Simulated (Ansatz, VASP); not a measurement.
**Pb: VASP beside Ansatz**

File INCAR:

```
SYSTEM = Pb
AGGAC    = 1.0          
AGGAX    = 1.0          
ALDAC    = 0.0          
ALDAX    = 1.0          
ALGO     = Normal         ! electronic algorithm
EDIFF    = 1E-6           ! SCF threshold, eV
ENCUT    = 520            ! plane-wave cutoff, eV
GGA      = B5             ! functional
ISIF     = 2              ! what is computed and relaxed
ISMEAR   = -1             ! smearing method
LASPH    = .TRUE.         ! aspherical terms in the spheres
LCHARG   = .FALSE.        ! write CHGCAR
LREAL    = .FALSE.        ! projectors in reciprocal space
LWAVE    = .FALSE.        ! write WAVECAR
NBANDS   = 21             ! bands
NELM     = 100            ! most SCF steps
PREC     = Accurate       ! precision mode
SIGMA    = 0.1            ! smearing width, eV
```

The input KPOINTS:

```
k-points
0
G
  11 11 6
  0 0 0
```

The input POSCAR:

```
Pb
1.0
    3.4998399175      0.0000000000      0.0000000000
   -1.7499199588      3.0309502777      0.0000000000
    0.0000000000      0.0000000000      5.7707855460
Pb
2
Direct
    0.3333333333      0.6666666667      0.2500000000
    0.6666666667      0.3333333333      0.7500000000
```

Input for Ansatz:

```yaml
crystal:
  lattice:
    - [3.4998399175, 0.0, 0.0]
    - [-1.7499199588, 3.0309502777, 0.0]
    - [0.0, 0.0, 5.770785546]
  atoms:
    - { symbol: Pb, position: [0.3333333333, 0.6666666667, 0.25] }
    - { symbol: Pb, position: [0.6666666667, 0.3333333333, 0.75] }
hamiltonian:
  xc: blyp
  pseudopotentials:
    kind: paw
    azcp:
      Pb: "pseudopotentials/Pb.paw.azcp"
basis:
  ecutwfc: 420
  fft_grid_basis: typed
kpoints:
  mp_grid: { grid: [11, 11, 6], shift: [0, 0, 0] }
magnetization:
  spin_polarized: false
scf:
  occupations: { method: fermi_dirac, width: 0.1 }
  lower_state_search: "off"
output:
  stress: true
  write_density: true
  write_potential: true
  elf: true
  volumetric_format: npy
```

Alike in both runs: task single point; functional BLYP; k mesh 11 × 11 × 6; occupations fermi-dirac, width 0.1 eV; no spin polarisation.

|  | VASP | Ansatz |
| --- | --- | --- |
| version | VASP 6.6.1 | Ansatz 0.2.0 |
| potentials or method | VASP PAW PBE potentials, release 64 (Pb_d), cutoff 520 eV | plane waves (420 eV) with PAW, scalar-relativistic |
| valence electrons in the cell | 28 | 28 |

```csv
,VASP,Ansatz,Ansatz less VASP
pressure (GPa),5.2,5.1,-0.10
```

VASP's potentials were made for PBE, not for BLYP.

Neither program's run includes spin-orbit coupling.
